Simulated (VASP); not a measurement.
# Sb (Im-3m) in VASP: notebook

Runs on Sb. Level: PBEsol. Tasks: single point.

All numbers are computed with VASP 6.6.1; they aren't measurements. Logs are shortened: lines on timing, memory, paths and dates and some standing lists are left out, and cuts for length are marked.

## (1) The cell of the first run

It takes space group Im-3m (No. 229, cubic). The conventional cell has a = 3.436 Å, b = 3.436 Å, c = 3.436 Å, α = 90.00°, β = 90.00°, γ = 90.00°. Sb (site symmetry m-3m) has 14 Sb at 2.98 to 3.44 Å within 3.9 Å.

## (2) Single point, PBEsol

Contents of INCAR:

```
  ALGO = Normal
  EDIFF = 1E-6
  ENCUT = 520
  GGA = PS
  ISIF = 2
  ISMEAR = -1
  LASPH = T
  LCHARG = F
  LREAL = F
  LWAVE = F
  NBANDS = 8
  NELM = 100
  PREC = Accurate
  SIGMA = 0.05
```

Contents of KPOINTS:

```
k-points
0
Gamma
  10 10 10
```

Contents of POSCAR:

```
Sb
1.0
   -1.7177634359      1.7177634359      1.7177634359
    1.7177634359     -1.7177634359      1.7177634359
    1.7177634359      1.7177634359     -1.7177634359
Sb
1
Direct
    0.0000000000      0.0000000000      0.0000000000
```

Potentials or basis: VASP PAW PBE potentials, release 64 (Sb).

The run is started by

```console
$ cat potpaw_PBE.64/Sb/POTCAR > POTCAR
$ mpirun -np 1 vasp_std > vasp.out
```

OUTCAR:

```text
EDIFF = 1E-6
   ENCUT = 520
   GGA = PS
   ISIF = 2
   ISMEAR = -1
   LASPH = T
   LREAL = F
   NELM = 100
   PREC = Accurate

 ion  position               nearest neighbor table
   1  0.000  0.000  0.000-

  LATTYP: Found a body centered cubic cell.
 ALAT       =     3.4355268718

  Lattice vectors:

 A1 = (  -1.7177634359,   1.7177634359,   1.7177634359)
 A2 = (   1.7177634359,  -1.7177634359,   1.7177634359)
 A3 = (   1.7177634359,   1.7177634359,  -1.7177634359)

Analysis of symmetry for initial positions (statically):
=====================================================================
 Subroutine PRICEL returns:
 Original cell was already a primitive cell.

 Routine SETGRP: Setting up the symmetry group for a
 body centered cubic supercell.

 Subroutine GETGRP returns: Found 48 space group operations
 (whereof 48 operations were pure point group operations)
 out of a pool of 48 trial point group operations.

The static configuration has the point symmetry O_h .

Analysis of symmetry for dynamics (positions and initial velocities):
=====================================================================
 Subroutine PRICEL returns:
 Original cell was already a primitive cell.

 Routine SETGRP: Setting up the symmetry group for a
 body centered cubic supercell.

 Subroutine GETGRP returns: Found 48 space group operations
 (whereof 48 operations were pure point group operations)
 out of a pool of 48 trial point group operations.

The dynamic configuration has the point symmetry O_h .

 Subroutine INISYM returns: Found 48 space group operations
 (whereof 48 operations are pure point group operations),
 and found     1 'primitive' translations

----------------------------------------------------------------------------------------

                                     Primitive cell

  volume of cell :      20.2745

  direct lattice vectors                    reciprocal lattice vectors
    -1.717763436  1.717763436  1.717763436     0.000000000  0.291076169  0.291076169
     1.717763436 -1.717763436  1.717763436     0.291076169  0.000000000  0.291076169
     1.717763436  1.717763436 -1.717763436     0.291076169  0.291076169  0.000000000

  length of vectors
     2.975253546  2.975253546  2.975253546     0.411643866  0.411643866  0.411643866

  position of ions in fractional coordinates (direct lattice)
     0.000000000  0.000000000  0.000000000

  ion indices of the primitive-cell ions
   primitive index   ion index
                 1           1
[... 69 lines left out ...]
   LASPH  =      T    aspherical Exc in radial PAW
   ENCUT  =  520.0 eV  38.22 Ry    6.18 a.u.   5.53  5.53  5.53*2*pi/ulx,y,z
   NELM   =    100;   NELMIN=  2; NELMDL= -5     # of ELM steps
   EDIFF  = 0.1E-05   stopping-criterion for ELM
   LREAL  =      F    real-space projection
   EDIFFG = 0.1E-04   stopping-criterion for IOM
   NSW    =      0    number of steps for IOM
   IBRION =     -1    ionic relax: 0-MD 1-quasi-New 2-CG
   NFREE  =      0    steps in history (QN), initial steepest desc. (CG)
   ISIF   =      2    stress and relaxation
   ISYM   =      2    0-nonsym 1-usesym 2-fastsym
   POTIM  = 0.5000    time-step for ionic-motion
   TEBEG  =    0.0;   TEEND  =   0.0 temperature during run
   PSTRESS=    0.0 pullay stress
   NELECT =       5.0000    total number of electrons
   NUPDOWN=      -1.0000    fix difference up-down
   EMIN   =  10.00;   EMAX   =-10.00  energy-range for DOS
   EFERMI =   0.00;   METHOD = LEGACY
   ISMEAR =    -1;   SIGMA  =   0.05  broadening in eV -4-tet -1-fermi 0-gaus
   EFERMI_NEDOS =   21; number of points for ismear=-14 and -15
   IALGO  =     38    algorithm
   IMIX   =      4    mixing-type and parameters
     AMIX     =   0.40;   BMIX     =  1.00
     AMIX_MAG =   1.60;   BMIX_MAG =  1.00
  volume/ion in A,a.u.               =      20.27       136.82
  Fermi-wavevector in a.u.,A,eV,Ry     =   1.026632  1.940053 14.340178  1.053973
  Thomas-Fermi vector in A             =   2.160535
   LORBIT       =      0    0 simple, 1 ext, 2 COOP (PROOUT), +10 PAW based schemes
   GGA     = PS    functional components
   LHFCALC =     F    Hartree Fock is set to
   AEXX    =    0.0000 exact exchange contribution
   IVDW    =     0    specifies the selected vdW correction
   LEPSILON=     F    determine dielectric tensor
   LRPA    =     F    only Hartree local field effects (RPA)
 non-spin polarized calculation
  energy-cutoff  :      520.00
  volume of cell :       20.27
 maximum number of plane-waves:       563
 NGX is ok and might be reduce to    24
   NGX = 11   NGY = 11   NGZ = 11

 number of electron       5.0000000 magnetization

 Free energy of the ion-electron system (eV)
  ---------------------------------------------------
  ext. energy  EPLUGINS =         0.00000000
  ---------------------------------------------------
  free energy    TOTEN  =        -3.92815683 eV

  energy without entropy =       -3.91886276  energy(sigma->0) =       -3.92350980

 E-fermi :  12.5557     XC(G=0): -11.6026

 val. band max:       12.5463992684   @ k =  -0.2000   0.3000   0.1000
 cond. band min:      12.6647149776   @ k =  -0.4000   0.4000   0.2000
 fundamental gap:      0.1183157092
 Fermi energy:        12.5557071835

 k-point     1 :       0.0000    0.0000    0.0000
  band No.  band energies     occupation
      1      -2.9430      2.00000
      2      20.6130      0.00000
      3      20.6130      0.00000
      4      20.6130      0.00000
      5      24.3216      0.00000
      6      24.3216      0.00000
      7      24.3216      0.00000
      8      24.4550      0.00000
[... 243 lines left out ...]
 k-point    24 :      -0.3000    0.3000    0.1000
  band No.  band energies     occupation
      1      -0.2412      2.00000
      2      10.8144      2.00000
      3      15.2075      0.00000
      4      16.8743      0.00000
      5      21.1400      0.00000
      6      21.8866      0.00000
      7      23.3194      0.00000
      8      29.2699      0.00000

 [... further k-points ...]
[... 5 lines left out ...]
  --------------------------------------------------------------------------------------
  -------------------------------------------------------------------------------------
  Total        3.8562520      3.8562520      3.8562520     -0.0000000     -0.0000000      0.0000000
  in kB      304.7375282    304.7375282    304.7375282     -0.0000000     -0.0000000      0.0000000
  external PRESSURE =     304.7375282 kB  Pullay stress =       0.0000000 kB

 VOLUME and BASIS-vectors are now :
 -----------------------------------------------------------------------------
  energy-cutoff  :      520.00
  volume of cell :       20.27
      direct lattice vectors                 reciprocal lattice vectors
    -1.717763436  1.717763436  1.717763436     0.000000000  0.291076169  0.291076169
     1.717763436 -1.717763436  1.717763436     0.291076169  0.000000000  0.291076169
     1.717763436  1.717763436 -1.717763436     0.291076169  0.291076169  0.000000000

 POSITION                                       TOTAL-FORCE (eV/Angst)
 -----------------------------------------------------------------------------------
      0.00000      0.00000      0.00000         0.000000     -0.000000      0.000000
 -----------------------------------------------------------------------------------
    total drift:                                0.000000      0.000000      0.000000

  FREE ENERGIE OF THE ION-ELECTRON SYSTEM (eV)
  ---------------------------------------------------
  free  energy   TOTEN  =        -3.9281568310 eV

  energy  without entropy=       -3.9188627594  energy(sigma->0) =       -3.92350980
```

Wall time 19 s (1 thread of AMD EPYC 7R13, shared host); peak memory 0.11 GiB.

Results:

- Free energy: -3.9282 eV
- Pressure: 30.5 GPa

Levels at points of the mesh, in eV from the Fermi level:
```
           k point  band 1  band 2  band 3  band 4  band 5  band 6
(0.00, 0.00, 0.00)  -15.50    8.06    8.06    8.06   11.77   11.77
(0.50, 0.00, 0.00)   -9.50   -7.65    2.36    4.52    7.34    7.59
(0.50, 0.50, 0.50)   -4.04   -2.77   -2.77   -2.77    2.30    2.30
```

Caveat: the PAW data sets were made with another functional, which shifts forces and pressure a little; spin-orbit coupling is left out, which moves the levels of the heavy elements.

## (3) Single point, PBEsol

This run uses another cell than the first one, of 21.55 Å³/atom, 1.063 times its volume.

Contents of INCAR:

```
SYSTEM = Sb
PREC     = Accurate       ! precision mode
ENCUT    = 520            ! plane-wave cutoff, eV
EDIFF    = 1E-7           ! SCF threshold, eV
ISMEAR   = -1             ! smearing method
SIGMA    = 0.05           ! smearing width, eV
LREAL    = .FALSE.        ! projectors in reciprocal space
LASPH    = .TRUE.         ! aspherical terms in the spheres
NELM     = 60             ! most SCF steps
ALGO     = Normal         ! electronic algorithm
ISIF     = 2              ! what is computed and relaxed
LWAVE    = .FALSE.        ! write WAVECAR
LCHARG   = .FALSE.        ! write CHGCAR
GGA      = PS             ! functional
NBANDS   = 8              ! bands
```

Contents of KPOINTS:

```
Automatic mesh
0
G
  10 10 10
  0 0 0
```

Contents of POSCAR:

```
Sb
1.0
   -1.7531487763      1.7531487763      1.7531487763
    1.7531487763     -1.7531487763      1.7531487763
    1.7531487763      1.7531487763     -1.7531487763
Sb
1
Direct
    0.0000000000      0.0000000000      0.0000000000
```

Potentials or basis: VASP PAW PBE potentials, release 64 (Sb).

The run is started by

```console
$ cat potpaw_PBE.64/Sb/POTCAR > POTCAR
$ mpirun -np 1 vasp_std > vasp.out
```

OUTCAR:

```text
SYSTEM = Sb
   PREC = Accurate
   ENCUT = 520
   EDIFF = 1E-7
   ISMEAR = -1
   LREAL = .FALSE.
   LASPH = .TRUE.
   NELM = 60
   ISIF = 2
   GGA = PS

 ion  position               nearest neighbor table
   1  0.000  0.000  0.000-

  LATTYP: Found a body centered cubic cell.
 ALAT       =     3.5062975526

  Lattice vectors:

 A1 = (  -1.7531487763,   1.7531487763,   1.7531487763)
 A2 = (   1.7531487763,  -1.7531487763,   1.7531487763)
 A3 = (   1.7531487763,   1.7531487763,  -1.7531487763)

Analysis of symmetry for initial positions (statically):
=====================================================================
 Subroutine PRICEL returns:
 Original cell was already a primitive cell.

 Routine SETGRP: Setting up the symmetry group for a
 body centered cubic supercell.

 Subroutine GETGRP returns: Found 48 space group operations
 (whereof 48 operations were pure point group operations)
 out of a pool of 48 trial point group operations.

The static configuration has the point symmetry O_h .

Analysis of symmetry for dynamics (positions and initial velocities):
=====================================================================
 Subroutine PRICEL returns:
 Original cell was already a primitive cell.

 Routine SETGRP: Setting up the symmetry group for a
 body centered cubic supercell.

 Subroutine GETGRP returns: Found 48 space group operations
 (whereof 48 operations were pure point group operations)
 out of a pool of 48 trial point group operations.

The dynamic configuration has the point symmetry O_h .

 Subroutine INISYM returns: Found 48 space group operations
 (whereof 48 operations are pure point group operations),
 and found     1 'primitive' translations

----------------------------------------------------------------------------------------

                                     Primitive cell

  volume of cell :      21.5534

  direct lattice vectors                    reciprocal lattice vectors
    -1.753148776  1.753148776  1.753148776     0.000000000  0.285201123  0.285201123
     1.753148776 -1.753148776  1.753148776     0.285201123  0.000000000  0.285201123
     1.753148776  1.753148776 -1.753148776     0.285201123  0.285201123  0.000000000

  length of vectors
     3.036542754  3.036542754  3.036542754     0.403335296  0.403335296  0.403335296

  position of ions in fractional coordinates (direct lattice)
     0.000000000  0.000000000  0.000000000

  ion indices of the primitive-cell ions
   primitive index   ion index
                 1           1

----------------------------------------------------------------------------------------

 KPOINTS: Automatic mesh

Automatic generation of k-mesh.
 Grid dimensions read from file:
 generate k-points for:   10   10   10

 Generating k-lattice:

  Cartesian coordinates                     Fractional coordinates (reciprocal lattice)
     0.000000000  0.028520112  0.028520112     0.100000000  0.000000000  0.000000000
     0.028520112  0.000000000  0.028520112     0.000000000  0.100000000  0.000000000
     0.028520112  0.028520112  0.000000000     0.000000000  0.000000000  0.100000000

  Length of vectors
     0.040333530  0.040333530  0.040333530

  Shift w.r.t. Gamma in fractional coordinates (k-lattice)
     0.000000000  0.000000000  0.000000000

 Subroutine IBZKPT returns following result:
 ===========================================

 Found     47 irreducible k-points:

 Following reciprocal coordinates:
            Coordinates               Weight
  0.000000  0.000000  0.000000      1.000000
  0.100000  0.000000  0.000000     12.000000
  0.200000  0.000000  0.000000     12.000000
  0.300000  0.000000  0.000000     12.000000
  0.400000  0.000000  0.000000     12.000000
  0.500000  0.000000  0.000000      6.000000
[... 16 lines left out ...]
  0.300000  0.300000  0.100000      8.000000
 -0.300000  0.300000  0.100000     24.000000
 [... further k-points ...]
   k-points           NKPTS =     47   k-points in BZ     NKDIM =     47   number of bands    NBANDS=      8
   number of dos      NEDOS =    301   number of ions     NIONS =      1
   total plane-waves  NPLWV =  13824
   dimension x,y,z NGX =    24 NGY =   24 NGZ =   24
   dimension x,y,z NGXF=    48 NGYF=   48 NGZF=   48
   ions per type =               1
   NGX,Y,Z   is equivalent  to a cutoff of  13.14, 13.14, 13.14 a.u.
   NGXF,Y,Z  is equivalent  to a cutoff of  26.28, 26.28, 26.28 a.u.
 SYSTEM =  Sb
   PREC   = accura    normal or accurate (medium, high low for compatibility)
   ISTART =      0    job   : 0-new  1-cont  2-samecut
   ICHARG =      2    charge: 1-file 2-atom 10-const
   ISPIN  =      1    spin polarized calculation?
   LNONCOLLINEAR =      F non collinear calculations
   LSORBIT =      F    spin-orbit coupling
   LASPH  =      T    aspherical Exc in radial PAW
   ENCUT  =  520.0 eV  38.22 Ry    6.18 a.u.   5.65  5.65  5.65*2*pi/ulx,y,z
   NELM   =     60;   NELMIN=  2; NELMDL= -5     # of ELM steps
   EDIFF  = 0.1E-06   stopping-criterion for ELM
   LREAL  =      F    real-space projection
   EDIFFG = 0.1E-05   stopping-criterion for IOM
   NSW    =      0    number of steps for IOM
   IBRION =     -1    ionic relax: 0-MD 1-quasi-New 2-CG
   NFREE  =      0    steps in history (QN), initial steepest desc. (CG)
   ISIF   =      2    stress and relaxation
   ISYM   =      2    0-nonsym 1-usesym 2-fastsym
   POTIM  = 0.5000    time-step for ionic-motion
   TEBEG  =    0.0;   TEEND  =   0.0 temperature during run
   PSTRESS=    0.0 pullay stress
   NELECT =       5.0000    total number of electrons
   NUPDOWN=      -1.0000    fix difference up-down
   EMIN   =  10.00;   EMAX   =-10.00  energy-range for DOS
   EFERMI =   0.00;   METHOD = LEGACY
   ISMEAR =    -1;   SIGMA  =   0.05  broadening in eV -4-tet -1-fermi 0-gaus
   EFERMI_NEDOS =   21; number of points for ismear=-14 and -15
   IALGO  =     38    algorithm
   IMIX   =      4    mixing-type and parameters
     AMIX     =   0.40;   BMIX     =  1.00
     AMIX_MAG =   1.60;   BMIX_MAG =  1.00
  volume/ion in A,a.u.               =      21.55       145.45
  Fermi-wavevector in a.u.,A,eV,Ry     =   1.005911  1.900895 13.767139  1.011856
  Thomas-Fermi vector in A             =   2.138620
   LORBIT       =      0    0 simple, 1 ext, 2 COOP (PROOUT), +10 PAW based schemes
   GGA     = PS    functional components
   LHFCALC =     F    Hartree Fock is set to
   AEXX    =    0.0000 exact exchange contribution
   IVDW    =     0    specifies the selected vdW correction
   LEPSILON=     F    determine dielectric tensor
   LRPA    =     F    only Hartree local field effects (RPA)
 non-spin polarized calculation
  energy-cutoff  :      520.00
  volume of cell :       21.55
 maximum number of plane-waves:       603
   NGX = 11   NGY = 11   NGZ = 11

 number of electron       5.0000000 magnetization

 Free energy of the ion-electron system (eV)
  ---------------------------------------------------
  ext. energy  EPLUGINS =         0.00000000
  ---------------------------------------------------
  free energy    TOTEN  =        -4.12855811 eV

  energy without entropy =       -4.11917825  energy(sigma->0) =       -4.12386818

 E-fermi :  11.5014     XC(G=0): -11.3198

 val. band max:       11.5005723705   @ k =   0.3000   0.1000   0.1000
 cond. band min:      11.6599271879   @ k =  -0.4000   0.4000   0.2000
 fundamental gap:      0.1593548174
 Fermi energy:        11.5014467195

 k-point     1 :       0.0000    0.0000    0.0000
  band No.  band energies     occupation
      1      -3.3147      2.00000
      2      18.9779      0.00000
      3      18.9779      0.00000
      4      18.9779      0.00000
      5      23.0461      0.00000
      6      23.0461      0.00000
      7      23.0461      0.00000
      8      23.4522      0.00000

 k-point     2 :       0.1000    0.0000    0.0000
  band No.  band energies     occupation
      1      -3.0580      2.00000
      2      16.9316      0.00000
      3      17.9854      0.00000
      4      18.6226      0.00000
      5      21.5185      0.00000
      6      21.5979      0.00000
      7      22.9822      0.00000
      8      24.0195      0.00000
[... 221 lines left out ...]
 k-point    23 :       0.3000    0.3000    0.1000
  band No.  band energies     occupation
      1       3.5341      2.00000
      2       6.8689      2.00000
      3       6.8689      2.00000
      4      11.4617      1.37742
      5      25.1024      0.00000
      6      26.0056      0.00000
      7      26.0056      0.00000
      8      29.0212      0.00000

 k-point    24 :      -0.3000    0.3000    0.1000
  band No.  band energies     occupation
      1      -0.7575      2.00000
      2       9.8260      2.00000
      3      14.0376      0.00000
      4      15.6509      0.00000
      5      19.8926      0.00000
      6      20.6954      0.00000
      7      22.0668      0.00000
      8      27.8667      0.00000

 [... further k-points ...]
[... 5 lines left out ...]
  --------------------------------------------------------------------------------------
  -------------------------------------------------------------------------------------
  Total        2.7253204      2.7253204      2.7253204     -0.0000000     -0.0000000      0.0000000
  in kB      202.5871274    202.5871274    202.5871274     -0.0000000     -0.0000000      0.0000000
  external PRESSURE =     202.5871274 kB  Pullay stress =       0.0000000 kB

 VOLUME and BASIS-vectors are now :
 -----------------------------------------------------------------------------
  energy-cutoff  :      520.00
  volume of cell :       21.55
      direct lattice vectors                 reciprocal lattice vectors
    -1.753148776  1.753148776  1.753148776     0.000000000  0.285201123  0.285201123
     1.753148776 -1.753148776  1.753148776     0.285201123  0.000000000  0.285201123
     1.753148776  1.753148776 -1.753148776     0.285201123  0.285201123  0.000000000

 POSITION                                       TOTAL-FORCE (eV/Angst)
 -----------------------------------------------------------------------------------
      0.00000      0.00000      0.00000        -0.000000     -0.000000      0.000000
 -----------------------------------------------------------------------------------
    total drift:                                0.000000     -0.000000     -0.000000

  FREE ENERGIE OF THE ION-ELECTRON SYSTEM (eV)
  ---------------------------------------------------
  free  energy   TOTEN  =        -4.1285581051 eV

  energy  without entropy=       -4.1191782503  energy(sigma->0) =       -4.12386818
```

Run time: 21 s. Hardware: 1 thread of AMD EPYC 7R13, shared host; peak memory 0.11 GiB.

What came out:

```
Free energy : -4.1286 eV
Pressure    : 20.3 GPa
```

Levels at points of the mesh, in eV from the Fermi level:
```
           k point  band 1  band 2  band 3  band 4  band 5  band 6  band 7
(0.00, 0.00, 0.00)  -14.82    7.48    7.48    7.48   11.54   11.54   11.54
(0.50, 0.00, 0.00)   -9.28   -7.12    2.25    4.42    7.28    7.34   15.49
(0.50, 0.50, 0.50)   -4.38   -2.54   -2.54   -2.54    2.49    2.49   18.69
```

Caveat: the PAW data sets were made with another functional, which shifts forces and pressure a little; spin-orbit coupling is left out, which moves the levels of the heavy elements.
